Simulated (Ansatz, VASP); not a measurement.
## Two plane-wave programs on Ni

INCAR

```
PREC     = Accurate       # precision mode
ENCUT    = 600            # plane-wave cutoff, eV
EDIFF    = 1E-6           # SCF threshold, eV
ISMEAR   = -1             # smearing method
SIGMA    = 0.05           # smearing width, eV
LREAL    = False          # projectors in reciprocal space
LASPH    = True           # aspherical terms in the spheres
NELM     = 120            # most SCF steps
ALGO     = Normal         # electronic algorithm
ISIF     = 2              # what is computed and relaxed
LWAVE    = False          # write WAVECAR
LCHARG   = False          # write CHGCAR
GGA      = PE             # functional
NBANDS   = 11             # bands
GGA_COMPAT= False
```

KPOINTS

```
Automatic mesh
0
Gamma
  15 15 15
```

The input POSCAR:

```
Ni
1.0
    0.0000000000      1.7680000000      1.7680000000
    1.7680000000      0.0000000000      1.7680000000
    1.7680000000      1.7680000000      0.0000000000
Ni
1
Direct
    0.0000000000      0.0000000000      0.0000000000
```

Input for Ansatz:

```yaml
crystal:
  lattice:
    - [0.0, 1.768, 1.768]
    - [1.768, 0.0, 1.768]
    - [1.768, 1.768, 0.0]
  atoms:
    - { symbol: Ni, position: [0.0, 0.0, 0.0] }
hamiltonian:
  xc: pbe
  pseudopotentials: { kind: paw }
basis:
  ecutwfc: 420
kpoints:
  mp_grid: { grid: [15, 15, 15] }
scf:
  occupations: { method: fermi_dirac, width: 0.05 }
  lower_state_search: "off"
  algorithm: direct_min
  max_iter: 150
output:
  forces: true
  stress: true
```

Alike in both runs: task single point; functional PBE; k mesh 15 × 15 × 15; occupations fermi-dirac, width 0.05 eV; no spin polarisation.

|  | VASP | Ansatz |
| --- | --- | --- |
| version | VASP 6.6.1 | Ansatz 0.2.0 |
| potentials or method | VASP PAW PBE potentials, release 64 (Ni), cutoff 600 eV | PAW, plane waves, scalar-relativistic |
| valence electrons in the cell | 10 | 18 |

```tsv
	VASP	Ansatz	Ansatz less VASP
pressure (GPa)	-4.0	-4.0	+0.02
```

With one functional, cell and mesh, what is left measures potentials, basis and numerics. VASP's potentials hold 10 valence electrons a cell and Ansatz's 18, so a difference there can come from the potentials and not from the codes.
